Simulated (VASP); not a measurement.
# NaCl (P6_3/mmc) in VASP: relaxation of cell and atoms with PBE

Aim: the relaxation of cell and atoms of NaCl with PBE.

Everything below comes from runs of VASP 6.6.1. Logs are shortened: lines on timing, memory, paths and dates and some standing lists are left out, and cuts for length are marked.

## (1) The cell of the first run

Symmetry: P6_3/mmc, No. 194, hexagonal system. Conventional cell: a = 4.027 Å, b = 4.027 Å, c = 13.151 Å, α = 90.00°, β = 90.00°, γ = 120.00°. Na (site symmetry -3m) has 6 Cl at 2.85 Å within 3.8 Å. Within 3.8 Å of Na (site symmetry -6m2) lie 6 Cl at 2.85 Å. Within 3.8 Å of Cl (site symmetry 3m) lie 6 Na at 2.85 Å and 1 Cl at 3.29 Å.

## (2) Relaxation of cell and atoms, PBE

File INCAR:

```
SYSTEM = NaCl
PREC = Accurate
ENCUT = 500
EDIFF = 1E-7
ISMEAR = 0
SIGMA = 0.02
LREAL = .FALSE.
LASPH = .TRUE.
NELM = 120
ALGO = Normal
ISIF = 3
LWAVE = .FALSE.
LCHARG = .FALSE.
GGA = PE
IBRION = 2
NSW = 65
EDIFFG = -0.01
GGA_COMPAT = .FALSE.
NELMIN = 4
```

File KPOINTS:

```
regular mesh
0
G
  9 9 3
  0 0 0
```

File POSCAR:

```
NaCl
1.0
    4.0267341621      0.0000000000      0.0000000000
   -2.0133670810      3.4872540787      0.0000000000
    0.0000000000      0.0000000000     13.1512689739
Na Cl
4 4
Direct
    0.0000000000      0.0000000000      0.0000000000
    0.3333333333      0.6666666667      0.2500000000
    0.0000000000      0.0000000000      0.5000000000
    0.6666666667      0.3333333333      0.7500000000
    0.6666666667      0.3333333333      0.1250000000
    0.6666666667      0.3333333333      0.3750000000
    0.3333333333      0.6666666667      0.6250000000
    0.3333333333      0.6666666667      0.8750000000
```

Potentials or basis: VASP PAW PBE potentials, release 64 (Na_pv, Cl).

Command:

```bash
$ cat potpaw_PBE.64/Na_pv/POTCAR potpaw_PBE.64/Cl/POTCAR > POTCAR
$ mpirun -np 1 vasp_std > vasp.out
```

OUTCAR:

```text
SYSTEM = NaCl
   PREC = Accurate
   ENCUT = 500
   EDIFF = 1E-7
   ISMEAR = 0
   LREAL = .FALSE.
   LASPH = .TRUE.
   NELM = 120
   ISIF = 3
   GGA = PE
   IBRION = 2
   NSW = 65
   EDIFFG = -0.01
   NELMIN = 4

 ion  position               nearest neighbor table
   1  0.000  0.000  0.000-
   2  0.333  0.667  0.250-
   3  0.000  0.000  0.500-
   4  0.667  0.333  0.750-
   5  0.667  0.333  0.125-
   6  0.667  0.333  0.375-
   7  0.333  0.667  0.625-
   8  0.333  0.667  0.875-

  LATTYP: Found a hexagonal cell.
 ALAT       =     4.0267341621
 C/A-ratio  =     3.2659888745

  Lattice vectors:

 A1 = (   4.0267341621,   0.0000000000,   0.0000000000)
 A2 = (  -2.0133670810,   3.4872540787,   0.0000000000)
 A3 = (   0.0000000000,   0.0000000000,  13.1512689739)

Analysis of symmetry for initial positions (statically):
=====================================================================
 Subroutine PRICEL returns:
 Original cell was already a primitive cell.

 Routine SETGRP: Setting up the symmetry group for a
 hexagonal supercell.

 Subroutine GETGRP returns: Found 24 space group operations
 (whereof 12 operations were pure point group operations)
 out of a pool of 24 trial point group operations.

The static configuration has the point symmetry D_3d.
 The point group associated with its full space group is D_6h.

Analysis of symmetry for dynamics (positions and initial velocities):
=====================================================================
 Subroutine PRICEL returns:
 Original cell was already a primitive cell.

 Routine SETGRP: Setting up the symmetry group for a
 hexagonal supercell.

 Subroutine GETGRP returns: Found 24 space group operations
 (whereof 12 operations were pure point group operations)
 out of a pool of 24 trial point group operations.

The dynamic configuration has the point symmetry D_3d.
 The point group associated with its full space group is D_6h.

 Subroutine INISYM returns: Found 24 space group operations
 (whereof 12 operations are pure point group operations),
 and found     1 'primitive' translations

----------------------------------------------------------------------------------------

                                     Primitive cell

  volume of cell :     184.6733

  direct lattice vectors                    reciprocal lattice vectors
[... 84 lines left out ...]
   dimension x,y,z NGXF=    60 NGYF=   60 NGZF=  192
   ions per type =               4   4
   NGX,Y,Z   is equivalent  to a cutoff of  12.39, 12.39, 12.14 a.u.
   NGXF,Y,Z  is equivalent  to a cutoff of  24.77, 24.77, 24.27 a.u.
 SYSTEM =  NaCl
   PREC   = accura    normal or accurate (medium, high low for compatibility)
   ISTART =      0    job   : 0-new  1-cont  2-samecut
   ICHARG =      2    charge: 1-file 2-atom 10-const
   ISPIN  =      1    spin polarized calculation?
   LNONCOLLINEAR =      F non collinear calculations
   LSORBIT =      F    spin-orbit coupling
   LASPH  =      T    aspherical Exc in radial PAW
   ENCUT  =  500.0 eV  36.75 Ry    6.06 a.u.   7.34  7.34 23.98*2*pi/ulx,y,z
   NELM   =    120;   NELMIN=  4; NELMDL= -5     # of ELM steps
   EDIFF  = 0.1E-06   stopping-criterion for ELM
   LREAL  =      F    real-space projection
   EDIFFG = -.1E-01   stopping-criterion for IOM
   NSW    =     65    number of steps for IOM
   IBRION =      2    ionic relax: 0-MD 1-quasi-New 2-CG
   NFREE  =      1    steps in history (QN), initial steepest desc. (CG)
   ISIF   =      3    stress and relaxation
   ISYM   =      2    0-nonsym 1-usesym 2-fastsym
   POTIM  = 0.5000    time-step for ionic-motion
   TEBEG  =    0.0;   TEEND  =   0.0 temperature during run
   PSTRESS=    0.0 pullay stress
   NELECT =      56.0000    total number of electrons
   NUPDOWN=      -1.0000    fix difference up-down
   EMIN   =  10.00;   EMAX   =-10.00  energy-range for DOS
   EFERMI =   0.00;   METHOD = LEGACY
   ISMEAR =     0;   SIGMA  =   0.02  broadening in eV -4-tet -1-fermi 0-gaus
   EFERMI_NEDOS =   21; number of points for ismear=-14 and -15
   IALGO  =     38    algorithm
   IMIX   =      4    mixing-type and parameters
     AMIX     =   0.40;   BMIX     =  1.00
     AMIX_MAG =   1.60;   BMIX_MAG =  1.00
  volume/ion in A,a.u.               =      23.08       155.78
  Fermi-wavevector in a.u.,A,eV,Ry     =   1.099857  2.078428 16.458760  1.209685
  Thomas-Fermi vector in A             =   2.236258
   LORBIT       =      0    0 simple, 1 ext, 2 COOP (PROOUT), +10 PAW based schemes
   GGA     = PE    functional components
   LHFCALC =     F    Hartree Fock is set to
   AEXX    =    0.0000 exact exchange contribution
   IVDW    =     0    specifies the selected vdW correction
   LEPSILON=     F    determine dielectric tensor
   LRPA    =     F    only Hartree local field effects (RPA)
 conjugate gradient relaxation of ions
 non-spin polarized calculation
 Gauss-broadening in eV      SIGMA  =   0.02
  energy-cutoff  :      500.00
  volume of cell :      184.67
 maximum number of plane-waves:      4734
 NGX is ok and might be reduce to    30
   NGX = 15   NGY = 15   NGZ = 47

--------------------------------------- Ionic step        1  -------------------------------------------

 number of electron      55.9999953 magnetization

 Free energy of the ion-electron system (eV)
  ---------------------------------------------------
  ext. energy  EPLUGINS =         0.00000000
  ---------------------------------------------------
  free energy    TOTEN  =       -26.77817941 eV

  energy without entropy =      -26.77817941  energy(sigma->0) =      -26.77817941

------------------------ aborting loop because EDIFF is reached ----------------------------------------

  FORCE on cell =-STRESS in cart. coord.  units (eV):
  Direction    XX          YY          ZZ          XY          YZ          ZX
  --------------------------------------------------------------------------------------
  -------------------------------------------------------------------------------------
  Total       -0.4181351     -0.4181351      2.6107849     -0.0000000     -0.0000000      0.0000000
  in kB       -3.6276302     -3.6276302     22.6504832     -0.0000000     -0.0000000      0.0000000
  external PRESSURE =       5.1317409 kB  Pullay stress =       0.0000000 kB
[... 197 lines left out ...]
--------------------------------------- Ionic step        6  -------------------------------------------

 number of electron      56.0000001 magnetization

 Free energy of the ion-electron system (eV)
  ---------------------------------------------------
  ext. energy  EPLUGINS =         0.00000000
  ---------------------------------------------------
  free energy    TOTEN  =       -26.86620708 eV

  energy without entropy =      -26.86620708  energy(sigma->0) =      -26.86620708

 E-fermi :  -0.6117     XC(G=0):  -7.9775

 val. band max:       -0.7932426903   @ k =   0.1111   0.0000   0.0000
 cond. band min:       3.9458802748   @ k =   0.0000   0.0000   0.0000
 fundamental gap:      4.7391229651
 Fermi energy:        -0.6116611741

 k-point     1 :       0.0000    0.0000    0.0000
  band No.  band energies     occupation
      1     -22.0466      2.00000
      2     -22.0466      2.00000
      3     -22.0466      2.00000
      4     -22.0466      2.00000
      5     -22.0355      2.00000
      6     -22.0351      2.00000
[... 888 lines left out ...]
  FREE ENERGIE OF THE ION-ELECTRON SYSTEM (eV)
  ---------------------------------------------------
  free  energy   TOTEN  =       -26.8662070759 eV

  energy  without entropy=      -26.8662070759  energy(sigma->0) =      -26.86620708

 reached required accuracy - stopping structural energy minimisation
```

CONTCAR:

```text
NaCl
   1.00000000000000
     3.9690157669265922   -0.0000000000008188    0.0000000000000000
    -1.9845078834147221    3.4372684822130850   -0.0000000000000000
     0.0000000000000000   -0.0000000000000000   13.6842983649189360
  Na              Cl
     4     4
Direct
     0.0000000000000000    0.0000000000000000    0.0000000000000000
     0.3333333332999970    0.6666666667000030    0.2500000000000000
     0.0000000000000000    0.0000000000000000    0.5000000000000000
     0.6666666667000030    0.3333333332999970    0.7500000000000000
     0.6666666667000030    0.3333333332999970    0.1213194118968546
     0.6666666667000030    0.3333333332999970    0.3786805881031454
     0.3333333332999970    0.6666666667000030    0.6213194118968546
     0.3333333332999970    0.6666666667000030    0.8786805881031454

  0.00000000E+00  0.00000000E+00  0.00000000E+00
  0.00000000E+00  0.00000000E+00  0.00000000E+00
  0.00000000E+00  0.00000000E+00  0.00000000E+00
  0.00000000E+00  0.00000000E+00  0.00000000E+00
  0.00000000E+00  0.00000000E+00  0.00000000E+00
  0.00000000E+00  0.00000000E+00  0.00000000E+00
  0.00000000E+00  0.00000000E+00  0.00000000E+00
  0.00000000E+00  0.00000000E+00  0.00000000E+00
```

It took 11 min on 1 thread of Intel Xeon Platinum 8259CL at 2.50GHz (Skylake/Cascade Lake), shared host; peak memory 0.34 GiB.

Results:

- Free energy: -26.8662 eV
- Relaxed volume: 23.34 Å³/atom
- Relaxed cell: a = 3.969 Å, b = 3.969 Å, c = 13.684 Å, α = 90.00°, β = 90.00°, γ = 120.00°
- Space group after relaxing (to 0.1 Å): P6_3/mmc (No. 194)
- Energy gained by relaxing: 11.0 meV/atom
- Ionic steps: 6
- Pressure after relaxing: 0.0 GPa
- Largest force after relaxing: 0.006 eV/Å
- Band gap on the k mesh: 4.74 eV (least direct gap 4.76 eV)

Forces in eV/Å, atoms in the order of the input:
```
Na   0.000  0.000  0.000
Na   0.000  0.000  0.000
Na   0.000  0.000  0.000
Na   0.000  0.000  0.000
Cl   0.000  0.000  0.006
Cl   0.000  0.000 -0.006
Cl   0.000  0.000  0.006
Cl   0.000  0.000 -0.006
```

The path:
```
step  energy change (eV)  largest force (eV/Å)  pressure (GPa)  volume (Å³)
   1              0.0000                0.3405            0.51       184.67
   2             -0.0521                0.2081            0.15       186.64
   3             -0.0836                0.0098           -0.40       190.14
   4             -0.0838                0.0224           -0.37       189.88
   5             -0.0873                0.0068           -0.16       188.06
   6             -0.0880                0.0058            0.01       186.69
```

Final structure:
```yaml
crystal:
  lattice:
    - [3.96902, 0.00000, 0.00000]
    - [-1.98451, 3.43727, 0.00000]
    - [0.00000, 0.00000, 13.68430]
  atoms:
    - { symbol: Na, position: [0.00000, 0.00000, 0.00000] }
    - { symbol: Na, position: [0.33333, 0.66667, 0.25000] }
    - { symbol: Na, position: [0.00000, 0.00000, 0.50000] }
    - { symbol: Na, position: [0.66667, 0.33333, 0.75000] }
    - { symbol: Cl, position: [0.66667, 0.33333, 0.12132] }
    - { symbol: Cl, position: [0.66667, 0.33333, 0.37868] }
    - { symbol: Cl, position: [0.33333, 0.66667, 0.62132] }
    - { symbol: Cl, position: [0.33333, 0.66667, 0.87868] }
```

Levels at points of the mesh, in eV from the valence-band top:
| k point | band 24 | band 25 | band 26 | band 27 | band 28 | band 29 | band 30 | band 31 | band 32 | band 33 |
| --- | --- | --- | --- | --- | --- | --- | --- | --- | --- | --- |
| (0.00, 0.00, 0.00) | -0.14 | -0.14 | -0.02 | -0.02 | -0.02 | 4.74 | 5.88 | 6.35 | 7.43 | 9.35 |

A k mesh can miss the band edges.
